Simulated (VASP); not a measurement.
# Si23H4O48 (a cell with a defect) in VASP: further runs

The runs below take Si23H4O48 (a cell with a defect) through single point, with r2SCAN.

Everything below comes from runs of VASP 6.6.1. Logs are shortened: lines on timing, memory, paths and dates and some standing lists are left out, and cuts for length are marked.

## Step 1: The cell of the first run

The cell holds a defect, 75 atoms: a = 9.832 Å, b = 9.832 Å, c = 10.818 Å, α = 90.00°, β = 90.00°, γ = 120.00°.

## Step 2: Single point, r2SCAN

POSCAR

```
Si23H4O48
1.0
    9.8316000000      0.0000000000      0.0000000000
   -4.9158000000      8.5144150000      0.0000000000
    0.0000000000      0.0000000000     10.8182000000
Si O H
23 48 4
Direct
    0.2668430000      0.0009767400      0.1634700000
    0.0028516000      0.2703680000      0.3357050000
    0.2306050000      0.2354080000      0.0001007300
    0.2653480000      0.9977494000      0.6636500000
    0.9932126000      0.2663560000      0.8350300000
    0.2323110000      0.2285110000      0.5017520000
    0.2682820000      0.5027390000      0.1672110000
    0.9997803800      0.7676140000      0.3331480000
    0.2338640000      0.7330290000      0.9966533000
    0.9989205000      0.7666930000      0.8327140000
    0.2344290000      0.7356140000      0.4976220000
    0.7692410000      0.0042952000      0.1672390000
    0.4984520000      0.2670890000      0.3326380000
    0.7266420000      0.2320240000      0.0002954000
    0.7657180000      0.0012322000      0.6669000000
    0.4945750000      0.2657660000      0.8320270000
    0.7327730000      0.2338080000      0.4992370000
    0.7651740000      0.5008340000      0.1672980000
    0.5011880000      0.7703670000      0.3320530000
    0.7350830000      0.7369020000      0.0012113000
    0.7631940000      0.4995590000      0.6663380000
    0.5046480000      0.7692100000      0.8316280000
    0.7327490000      0.7354920000      0.4996880000
    0.0687650000      0.2066210000      0.4462400000
    0.2961240000      0.3658270000      0.1099080000
    0.1402060000      0.4347450000      0.2786630000
    0.2024600000      0.0698960000      0.0553950000
    0.3623780000      0.2944360000      0.3913610000
    0.4306990000      0.1384180000      0.2213530000
    0.0654320000      0.2098730000      0.9457150000
    0.3038820000      0.3517710000      0.6166480000
    0.1356700000      0.4290170000      0.7780800000
    0.1997120000      0.0574320000      0.5499300000
    0.3584550000      0.2958220000      0.8879650000
    0.4284840000      0.1364520000      0.7217280000
    0.0679010000      0.7063220000      0.4438320000
    0.2991160000      0.8684090000      0.1031500000
    0.1368330000      0.9300380000      0.2735220000
    0.2040780000      0.5698520000      0.0580140000
    0.3639780000      0.7993980000      0.3865800000
    0.4342950000      0.6406840000      0.2215190000
    0.0677460000      0.7049810000      0.9423610000
    0.2993620000      0.8643310000      0.6090240000
    0.1350350000      0.9300380000      0.7738950000
    0.2058530000      0.5699500000      0.5554350000
    0.3593880000      0.7870590000      0.8833780000
    0.4574520000      0.6484340000      0.7143040000
    0.5683340000      0.2046660000      0.4411890000
    0.7907210000      0.3628830000      0.1097040000
    0.6344730000      0.4331810000      0.2768560000
    0.7032200000      0.0691220000      0.0573170000
    0.8658290000      0.2991990000      0.3913950000
    0.9337440000      0.1415760000      0.2241200000
    0.5617480000      0.2046160000      0.9436860000
    0.7914020000      0.3622690000      0.6109670000
    0.6303510000      0.4323090000      0.7751710000
    0.7053660000      0.0690910000      0.5554790000
    0.8539980000      0.2927100000      0.8882170000
    0.9307640000      0.1366270000      0.7244910000
    0.5684650000      0.7078670000      0.4422990000
    0.7990200000      0.8685060000      0.1101390000
    0.6394420000      0.9356300000      0.2772850000
    0.7054800000      0.5714430000      0.0574340000
    0.8637870000      0.7971160000      0.3899890000
    0.9305870000      0.6356190000      0.2243800000
    0.5697540000      0.7090080000      0.9453830000
    0.7944690000      0.8645580000      0.6107280000
    0.6368080000      0.9393260000      0.7782680000
    0.7041320000      0.5699330000      0.5561050000
    0.8633810000      0.7966100000      0.8896810000
    0.9285160000      0.6335080000      0.7246220000
    0.4526843700      0.5552945900      0.7245146600
    0.2297450000      0.3561110000      0.6755540000
    0.3027980000      0.5849670000      0.5956360000
    0.1163320000      0.4796660000      0.7069560000
```

INCAR.step1

```
SYSTEM = Si23H4O48
PREC = Accurate
ENCUT = 520
ISMEAR = 0
SIGMA = 0.02
LREAL = Auto
LASPH = .TRUE.
NELM = 100
NBANDS = 235
GGA = PE
ALGO = Normal
EDIFF = 1E-4
LWAVE = .TRUE.
LCHARG = .FALSE.
```

INCAR.step2

```
SYSTEM = Si23H4O48
PREC = Accurate
ENCUT = 520
EDIFF = 1E-6
ISMEAR = 0
SIGMA = 0.02
LREAL = Auto
LASPH = .TRUE.
NELM = 100
ALGO = Normal
ISIF = 2
LWAVE = .FALSE.
LCHARG = .FALSE.
METAGGA = R2SCAN
LMIXTAU = .TRUE.
NBANDS = 235
ISTART = 1
```

KPOINTS

```
regular mesh
0
G
  1 1 1
  0 0 0
```

Potentials or basis: VASP PAW PBE potentials, release 64 (Si, O, H).

The run is started by

```sh
$ cat potpaw_PBE.64/Si/POTCAR potpaw_PBE.64/O/POTCAR potpaw_PBE.64/H/POTCAR > POTCAR
$ cp INCAR.step1 INCAR
$ mpirun -np 1 vasp_gam > vasp.out
$ cp INCAR.step2 INCAR
$ mpirun -np 1 vasp_gam > vasp.out
```

OUTCAR:

```text
SYSTEM = Si23H4O48
   PREC = Accurate
   ENCUT = 520
   EDIFF = 1E-6
   ISMEAR = 0
   LREAL = Auto
   LASPH = .TRUE.
   NELM = 100
   ISIF = 2
   METAGGA = R2SCAN
   ISTART = 1

 ion  position               nearest neighbor table
   1  0.267  0.001  0.163-  29 1.62  37 1.62  38 1.63  27 1.63   3 3.06  13 3.07   9 3.07   8 3.08

   2  0.003  0.270  0.336-  26 1.62  52 1.62  24 1.63  53 1.63  17 3.06   7 3.06   6 3.07  12 3.07

   3  0.231  0.235  0.000-  27 1.62  30 1.62  25 1.63  34 1.63   7 3.06  16 3.06   1 3.06   5 3.07
[... 83 lines left out ...]
  70  0.863  0.797  0.890-  10 1.62  20 1.63
  71  0.929  0.634  0.725-  21 1.62  10 1.63
  72  0.453  0.555  0.725-  47 0.90
  73  0.230  0.356  0.676-  31 0.99
  74  0.303  0.585  0.596-  45 0.99
  75  0.116  0.480  0.707-  32 0.99

  LATTYP: Found a hexagonal cell.
 ALAT       =     9.8316000000
 C/A-ratio  =     1.1003498922

  Lattice vectors:

 A1 = (   9.8316000000,   0.0000000000,   0.0000000000)
 A2 = (  -4.9158000000,   8.5144150000,   0.0000000000)
 A3 = (   0.0000000000,   0.0000000000,  10.8182000000)

Analysis of symmetry for initial positions (statically):
=====================================================================
 Subroutine PRICEL returns:
 Original cell was already a primitive cell.

 Routine SETGRP: Setting up the symmetry group for a
 hexagonal supercell.

 Subroutine GETGRP returns: Found  1 space group operations
 (whereof  1 operations were pure point group operations)
 out of a pool of 24 trial point group operations.

The static configuration has the point symmetry C_1 .

Analysis of symmetry for dynamics (positions and initial velocities):
=====================================================================
 Subroutine PRICEL returns:
 Original cell was already a primitive cell.

 Routine SETGRP: Setting up the symmetry group for a
 hexagonal supercell.

 Subroutine GETGRP returns: Found  1 space group operations
 (whereof  1 operations were pure point group operations)
 out of a pool of 24 trial point group operations.

The dynamic configuration has the point symmetry C_1 .

 Subroutine INISYM returns: Found  1 space group operations
 (whereof  1 operations are pure point group operations),
 and found     1 'primitive' translations

----------------------------------------------------------------------------------------

                                     Primitive cell

  volume of cell :     905.5950

  direct lattice vectors                    reciprocal lattice vectors
     9.831600000  0.000000000  0.000000000     0.101712844  0.058723941  0.000000000
    -4.915800000  8.514415000  0.000000000     0.000000000  0.117447881  0.000000000
     0.000000000  0.000000000 10.818200000     0.000000000  0.000000000  0.092436819

  length of vectors
     9.831600000  9.831599688 10.818200000     0.117447877  0.117447881  0.092436819

  position of ions in fractional coordinates (direct lattice)
     0.266843000  0.000976740  0.163470000
     0.002851600  0.270368000  0.335705000
     0.230605000  0.235408000  0.000100730
     0.265348000  0.997749400  0.663650000
     0.993212600  0.266356000  0.835030000
     0.232311000  0.228511000  0.501752000
[... 67 lines left out ...]
     0.302798000  0.584967000  0.595636000
     0.116332000  0.479666000  0.706956000

  ion indices of the primitive-cell ions
   primitive index   ion index
                 1           1
                 2           2
                 3           3
                 4           4
                 5           5
                 6           6
[... 67 lines left out ...]
                74          74
                75          75

----------------------------------------------------------------------------------------

 KPOINTS: regular mesh

Automatic generation of k-mesh.
 Grid dimensions read from file:
 generate k-points for:    1    1    1

 Generating k-lattice:

  Cartesian coordinates                     Fractional coordinates (reciprocal lattice)
[... 43 lines left out ...]
   PSTRESS=    0.0 pullay stress
   NELECT =     384.0000    total number of electrons
   NUPDOWN=      -1.0000    fix difference up-down
   EMIN   =  10.00;   EMAX   =-10.00  energy-range for DOS
   EFERMI =   0.00;   METHOD = LEGACY
   ISMEAR =     0;   SIGMA  =   0.02  broadening in eV -4-tet -1-fermi 0-gaus
   EFERMI_NEDOS =   21; number of points for ismear=-14 and -15
   IALGO  =     38    algorithm
   IMIX   =      4    mixing-type and parameters
     AMIX     =   0.40;   BMIX     =  1.00
     AMIX_MAG =   1.60;   BMIX_MAG =  1.00
  volume/ion in A,a.u.               =      12.07        81.48
  Fermi-wavevector in a.u.,A,eV,Ry     =   1.229912  2.324196 20.581296  1.512683
  Thomas-Fermi vector in A             =   2.364781
   LORBIT       =      0    0 simple, 1 ext, 2 COOP (PROOUT), +10 PAW based schemes
   METAGGA = R2SCAN    functional components
   LHFCALC =     F    Hartree Fock is set to
   AEXX    =    0.0000 exact exchange contribution
   IVDW    =     0    specifies the selected vdW correction
   LEPSILON=     F    determine dielectric tensor
   LRPA    =     F    only Hartree local field effects (RPA)
 non-spin polarized calculation
 Gauss-broadening in eV      SIGMA  =   0.02
  energy-cutoff  :      520.00
  volume of cell :      905.60
 maximum number of plane-waves:     12195
 NGX is ok and might be reduce to    80
   NGX = 37   NGY = 37   NGZ = 41

 number of electron     384.0000016 magnetization

 Free energy of the ion-electron system (eV)
  ---------------------------------------------------
  ext. energy  EPLUGINS =         0.00000000
  ---------------------------------------------------
  free energy    TOTEN  =      -716.33058676 eV

  energy without entropy =     -716.33058676  energy(sigma->0) =     -716.33058676

 E-fermi :   0.8236     XC(G=0):  -9.7461

 val. band max:        0.6319369963   @ k =   0.0000   0.0000   0.0000
 cond. band min:       7.0074164370   @ k =   0.0000   0.0000   0.0000
 fundamental gap:      6.3754794407
 Fermi energy:         0.8235567792

 k-point     1 :       0.0000    0.0000    0.0000
  band No.  band energies     occupation
      1     -19.8016      2.00000
      2     -19.3989      2.00000
      3     -19.3448      2.00000
      4     -19.3416      2.00000
      5     -19.3115      2.00000
      6     -19.2893      2.00000
[... 196 lines left out ...]
    203      10.1360      0.00000
    204      10.1970      0.00000
 [bands above 204 left out]

------------------------ aborting loop because EDIFF is reached ----------------------------------------

  FORCE on cell =-STRESS in cart. coord.  units (eV):
  Direction    XX          YY          ZZ          XY          YZ          ZX
  --------------------------------------------------------------------------------------
  -------------------------------------------------------------------------------------
  Total      -16.2979273    -10.1845003    -16.9634132     -1.1152931     -1.2079567     -0.1453405
  in kB      -28.8342684    -18.0184026    -30.0116451     -1.9731749     -2.1371153     -0.2571362
  external PRESSURE =     -25.6214387 kB  Pullay stress =       0.0000000 kB

 VOLUME and BASIS-vectors are now :
 -----------------------------------------------------------------------------
  energy-cutoff  :      520.00
  volume of cell :      905.60
      direct lattice vectors                 reciprocal lattice vectors
     9.831600000  0.000000000  0.000000000     0.101712844  0.058723941  0.000000000
    -4.915800000  8.514415000  0.000000000     0.000000000  0.117447881  0.000000000
     0.000000000  0.000000000 10.818200000     0.000000000  0.000000000  0.092436819

 POSITION                                       TOTAL-FORCE (eV/Angst)
 -----------------------------------------------------------------------------------
      2.61869      0.00832      1.76845         0.035715      0.009909     -0.003697
     -1.30104      2.30203      3.63172        -0.015600      0.043001      0.009265
      1.11000      2.00436      0.00109        -0.011638     -0.020046     -0.025384
     -2.29594      8.49525      7.17950         0.058517     -0.001775      0.015011
      8.45552      2.26787      9.03352         0.053130      0.012489      0.020128
      1.16067      1.94564      5.42805        -0.015207      0.002037     -0.041096
[... 67 lines left out ...]
      0.10141      4.98065      6.44371        -0.260335     -0.096544     -0.134640
     -1.21421      4.08408      7.64799         0.153522     -0.110664      0.240847
 -----------------------------------------------------------------------------------
    total drift:                               -0.021467      0.004020     -0.014886

  FREE ENERGIE OF THE ION-ELECTRON SYSTEM (eV)
  ---------------------------------------------------
  free  energy   TOTEN  =      -716.3305867572 eV

  energy  without entropy=     -716.3305867572  energy(sigma->0) =     -716.33058676
```

Run time: 22 min. Hardware: 1 thread of Intel Xeon Platinum 8259CL at 2.50GHz (Skylake/Cascade Lake), shared host; peak memory 1.1 GiB.

What came out:

* Free energy: -716.3306 eV
* Pressure: -2.6 GPa
* Largest force: 4.435 eV/Å
* Band gap on the k mesh: 6.38 eV

Forces in eV/Å, atoms in the order of the input:
```
Si   0.036  0.010 -0.004
Si  -0.016  0.043  0.009
Si  -0.012 -0.020 -0.025
Si   0.059 -0.002  0.015
Si   0.053  0.012  0.020
Si  -0.015  0.002 -0.041
Si   0.039 -0.012  0.000
Si  -0.020  0.033 -0.005
Si  -0.028 -0.047  0.004
Si  -0.009  0.024 -0.006
Si  -0.046 -0.003  0.001
Si   0.036  0.003  0.004
Si  -0.024  0.035  0.008
Si  -0.022 -0.029 -0.002
Si   0.045  0.030 -0.018
Si  -0.054  0.072 -0.019
Si  -0.019 -0.029  0.003
Si   0.036 -0.004  0.002
Si  -0.006  0.033  0.002
Si   0.003 -0.039  0.013
Si   0.014 -0.019  0.021
Si  -0.123  0.167  0.020
Si  -0.012 -0.050 -0.009
O    0.127  0.213 -0.154
O   -0.272 -0.009 -0.142
O    0.134 -0.215 -0.149
O    0.153  0.217  0.147
O    0.124 -0.245  0.133
O   -0.255  0.010  0.143
O    0.104  0.207 -0.154
O   -0.313 -0.269 -0.097
O   -0.286 -0.187 -0.121
O    0.142  0.249  0.183
O    0.121 -0.240  0.165
O   -0.266 -0.003  0.132
O    0.136  0.232 -0.147
O   -0.263 -0.038 -0.128
O    0.138 -0.212 -0.136
O    0.153  0.225  0.125
O    0.120 -0.248  0.161
O   -0.262  0.015  0.152
O    0.118  0.233 -0.156
O   -0.278 -0.027 -0.165
O    0.143 -0.219 -0.142
O    0.206  0.390  0.005
O    0.157 -0.193  0.157
O   -1.935  3.989 -0.100
O    0.113  0.234 -0.136
O   -0.264 -0.014 -0.143
O    0.153 -0.216 -0.150
O    0.139  0.221  0.135
O    0.113 -0.246  0.146
O   -0.256  0.006  0.141
O    0.132  0.217 -0.140
O   -0.246 -0.006 -0.156
O    0.176 -0.218 -0.145
O    0.138  0.214  0.156
O    0.147 -0.225  0.149
O   -0.279  0.023  0.146
O    0.119  0.243 -0.143
O   -0.268 -0.026 -0.152
O    0.136 -0.222 -0.150
O    0.140  0.224  0.143
O    0.114 -0.230  0.145
O   -0.268  0.023  0.142
O    0.106  0.212 -0.216
O   -0.275 -0.018 -0.139
O    0.171 -0.271 -0.150
O    0.133  0.224  0.151
O    0.106 -0.232  0.151
O   -0.255  0.029  0.137
H    1.954 -3.867  0.436
H    0.274  0.042 -0.171
H   -0.260 -0.097 -0.135
H    0.154 -0.111  0.241
```

Stress tensor (GPa, compression positive):
```
-2.88 -0.20 -0.03
-0.20 -1.80 -0.21
-0.03 -0.21 -3.00
```

Caveat: the k points lie up to 0.74 Å⁻¹ apart; the PAW data sets were made with another functional, which shifts forces and pressure a little.

## Step 3: Single point, r2SCAN

Edit POSCAR of step 2 so:

```diff
@@ -79,3 +79,3 @@
     0.9285160000      0.6335080000      0.7246220000
-    0.4526843700      0.5552945900      0.7245146600
+    0.4523665300      0.5490853000      0.7251953700
     0.2297450000      0.3561110000      0.6755540000
```

INCAR.step1

```
ALGO     = Normal         # electronic algorithm
EDIFF    = 1E-4           # SCF threshold, eV
ENCUT    = 520            # plane-wave cutoff, eV
GGA      = PE             # functional
ISMEAR   = 0              # smearing method
LASPH    = T              # aspherical terms in the spheres
LCHARG   = F              # write CHGCAR
LREAL    = Auto         
LWAVE    = T              # write WAVECAR
NBANDS   = 235            # bands
NELM     = 60             # most SCF steps
PREC     = Accurate       # precision mode
SIGMA    = 0.02           # smearing width, eV
```

INCAR.step2

```
ALGO     = Normal         # electronic algorithm
EDIFF    = 1E-7           # SCF threshold, eV
ENCUT    = 520            # plane-wave cutoff, eV
ISIF     = 2              # what is computed and relaxed
ISMEAR   = 0              # smearing method
ISTART   = 1            
LASPH    = T              # aspherical terms in the spheres
LCHARG   = T              # write CHGCAR
LELF     = T              # ELF
LMIXTAU  = T            
LREAL    = Auto         
LVHAR    = T            
LWAVE    = F              # write WAVECAR
METAGGA  = R2SCAN         # meta-GGA
NBANDS   = 235            # bands
NELM     = 60             # most SCF steps
PREC     = Accurate       # precision mode
SIGMA    = 0.02           # smearing width, eV
```

KPOINTS

```
k-points
0
Gamma
  1 1 1
```

Potentials or basis: VASP PAW PBE potentials, release 64 (Si, O, H).

The run is started by

```sh
$ cat potpaw_PBE.64/Si/POTCAR potpaw_PBE.64/O/POTCAR potpaw_PBE.64/H/POTCAR > POTCAR
$ cp INCAR.step1 INCAR
$ mpirun -np 1 vasp_gam > vasp.out
$ cp INCAR.step2 INCAR
$ mpirun -np 1 vasp_gam > vasp.out
```

Wall time 25 min (1 thread of Intel Xeon Platinum 8259CL at 2.50GHz (Skylake/Cascade Lake), shared host); peak memory 1.1 GiB.

Results (log left out):

| Property | Result |
| --- | --- |
| Free energy | -716.4642 eV |
| Pressure | -2.8 GPa |
| Largest force | 0.644 eV/Å |
| Band gap on the k mesh | 6.37 eV |

Forces on the atoms (eV/Å):
```
Si   0.039  0.004 -0.003
Si  -0.020  0.046  0.004
Si  -0.025 -0.024 -0.011
Si   0.062 -0.017  0.015
Si   0.050  0.014  0.017
Si  -0.014 -0.018 -0.068
Si   0.037 -0.005 -0.003
Si  -0.020  0.032 -0.005
Si  -0.017 -0.045 -0.007
Si  -0.011  0.025  0.000
Si  -0.039 -0.010  0.005
Si   0.036 -0.002  0.002
Si  -0.019  0.036  0.004
Si  -0.015 -0.031  0.002
Si   0.038  0.013 -0.011
Si  -0.036  0.042 -0.003
Si  -0.015 -0.035  0.002
Si   0.036 -0.001  0.000
Si  -0.005  0.032  0.005
Si  -0.018 -0.036  0.006
Si   0.033 -0.004  0.003
Si  -0.093  0.084  0.002
Si  -0.025 -0.043 -0.001
O    0.135  0.216 -0.144
O   -0.270 -0.013 -0.146
O    0.134 -0.217 -0.147
O    0.153  0.222  0.143
O    0.120 -0.244  0.140
O   -0.255  0.012  0.144
O    0.109  0.207 -0.153
O   -0.301 -0.266 -0.075
O   -0.287 -0.198 -0.121
O    0.138  0.258  0.184
O    0.126 -0.230  0.149
O   -0.268  0.007  0.134
O    0.134  0.233 -0.148
O   -0.266 -0.034 -0.124
O    0.138 -0.210 -0.137
O    0.153  0.221  0.129
O    0.119 -0.247  0.160
O   -0.262  0.014  0.152
O    0.114  0.232 -0.157
O   -0.283 -0.021 -0.164
O    0.144 -0.215 -0.144
O    0.196  0.389 -0.003
O    0.137 -0.183  0.174
O   -0.167  0.548  0.296
O    0.110  0.235 -0.136
O   -0.264 -0.015 -0.144
O    0.152 -0.218 -0.148
O    0.138  0.225  0.135
O    0.113 -0.246  0.147
O   -0.255  0.008  0.144
O    0.125  0.221 -0.146
O   -0.250 -0.004 -0.151
O    0.153 -0.218 -0.144
O    0.136  0.219  0.153
O    0.144 -0.224  0.150
O   -0.275  0.026  0.146
O    0.120  0.242 -0.148
O   -0.265 -0.022 -0.148
O    0.136 -0.220 -0.151
O    0.143  0.219  0.145
O    0.115 -0.231  0.145
O   -0.269  0.022  0.142
O    0.125  0.220 -0.184
O   -0.269 -0.015 -0.144
O    0.174 -0.247 -0.153
O    0.136  0.214  0.156
O    0.113 -0.232  0.150
O   -0.259  0.023  0.136
H    0.155 -0.363 -0.003
H    0.254  0.043 -0.171
H   -0.242 -0.090 -0.115
H    0.156 -0.107  0.240
```

Stress tensor (GPa, compression positive):
```
-3.01  0.06 -0.06
 0.06 -2.29 -0.15
-0.06 -0.15 -3.00
```

Levels at points of the mesh, in eV from the valence-band top:
```
           k point  band 189  band 190  band 191  band 192  band 193  band 194  band 195  band 196
(0.00, 0.00, 0.00)     -0.20     -0.17     -0.16      0.00      6.37      8.37      8.43      8.75
```

Caveat: the k points lie up to 0.74 Å⁻¹ apart; the PAW data sets were made with another functional, which shifts forces and pressure a little.
